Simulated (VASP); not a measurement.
A run of VASP 6.6.1 is set up as follows.

File POSCAR:

```
BaAlGe
1.0
    4.3518802423      0.0000000000      0.0000000000
   -2.1759401212      3.7688388441      0.0000000000
    0.0000000000      0.0000000000      5.2087179672
Ba Al Ge
1 1 1
Direct
    0.0000000000      0.0000000000      0.0000000000
    0.6666666667      0.3333333333      0.5000000000
    0.3333333333      0.6666666667      0.5000000000
```

File INCAR.step1:

```
SYSTEM = BaAlGe
PREC = Accurate ; ENCUT = 520
ISMEAR = 0 ; SIGMA = 0.1
LREAL = .False. ; LASPH = .True.
NELM = 100 ; NBANDS = 20
GGA = PE ; ALGO = Normal
EDIFF = 1E-4 ; LWAVE = .True.
LCHARG = .False.
```

INCAR.step2

```
SYSTEM = BaAlGe
PREC = Accurate ; ENCUT = 520
EDIFF = 1E-6 ; ISMEAR = 0
SIGMA = 0.1 ; LREAL = .False.
LASPH = .True. ; NELM = 100
ALGO = Normal ; ISIF = 2
LWAVE = .False. ; LCHARG = .False.
METAGGA = R2SCAN ; LMIXTAU = .True.
NBANDS = 20 ; ISTART = 1
```

Contents of KPOINTS:

```
Automatic mesh
0
Gamma
  12 12 8
  0 0 0
```

Potentials or basis: VASP PAW PBE potentials, release 64 (Ba_sv, Al, Ge_d).

Command:

```bash
$ cat potpaw_PBE.64/Ba_sv/POTCAR potpaw_PBE.64/Al/POTCAR potpaw_PBE.64/Ge_d/POTCAR > POTCAR
$ cp INCAR.step1 INCAR
$ mpirun -np 1 vasp_std > vasp.out
$ cp INCAR.step2 INCAR
$ mpirun -np 1 vasp_std > vasp.out
```

Task: What does it give for the pressure?

Result: 0.2 GPa.

Caveat: the PAW data sets were made with another functional, which shifts forces and pressure a little.
